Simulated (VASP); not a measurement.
Set up this calculation in VASP 6.6.1, as the native input.

```
Task                   : single point
Functional             : PBE
Potentials or basis    : VASP PAW PBE potentials, release 64 (Li_sv, Nb_sv)
Cutoff                 : 520 eV
k mesh                 : 6 × 6 × 4
Occupations            : gaussian, width 0.1 eV
Spin                   : no spin polarisation
Dipole correction      : no
Further INCAR settings : ALGO = Normal; EDIFF = 1e-06; NBANDS = 28
```

The structure of Li2Nb lies in POSCAR:

```
Li2Nb
1.0
    4.7736504271      0.0000000000      0.0000000000
   -2.3868252135      4.1341025387      0.0000000000
    0.0000000000      0.0000000000      5.0758525152
Li Nb
4 2
Direct
    0.3333333333      0.6666666667      0.0000000000
    0.3333333333      0.6666666667      0.5000000000
    0.6666666667      0.3333333333      0.0000000000
    0.6666666667      0.3333333333      0.5000000000
    0.0000000000      0.0000000000      0.7296180888
    0.0000000000      0.0000000000      0.2703819112
```

The input as run:

INCAR

```
PREC     = Accurate       # precision mode
ENCUT    = 520            # plane-wave cutoff, eV
EDIFF    = 1E-6           # SCF threshold, eV
ISMEAR   = 0              # smearing method
SIGMA    = 0.1            # smearing width, eV
LREAL    = F              # projectors in reciprocal space
LASPH    = T              # aspherical terms in the spheres
NELM     = 80             # most SCF steps
ALGO     = Normal         # electronic algorithm
ISIF     = 2              # what is computed and relaxed
LWAVE    = F              # write WAVECAR
LCHARG   = T              # write CHGCAR
GGA      = PE             # functional
LELF     = T              # ELF
LVHAR    = T            
NBANDS   = 28             # bands
```

KPOINTS

```
regular mesh
0
Gamma
  6 6 4
```

Potentials or basis: VASP PAW PBE potentials, release 64 (Li_sv, Nb_sv).

The run is started by

```sh
$ cat potpaw_PBE.64/Li_sv/POTCAR potpaw_PBE.64/Nb_sv/POTCAR > POTCAR
$ mpirun -np 1 vasp_std > vasp.out
```

Results of the run:

| Item | Value |
| --- | --- |
| Largest force | 0.051 eV/Å |
| Band gap on the k mesh | zero (band 19 reaches 5.10 eV, above the bottom of band 20 at 4.46 eV) |

Wall time 46 s on 1 thread of Intel(R) Xeon(R) Platinum 8259CL CPU @ 2.50GHz (Skylake/Cascade Lake), with other jobs on the host, peak memory 0.23 GiB.
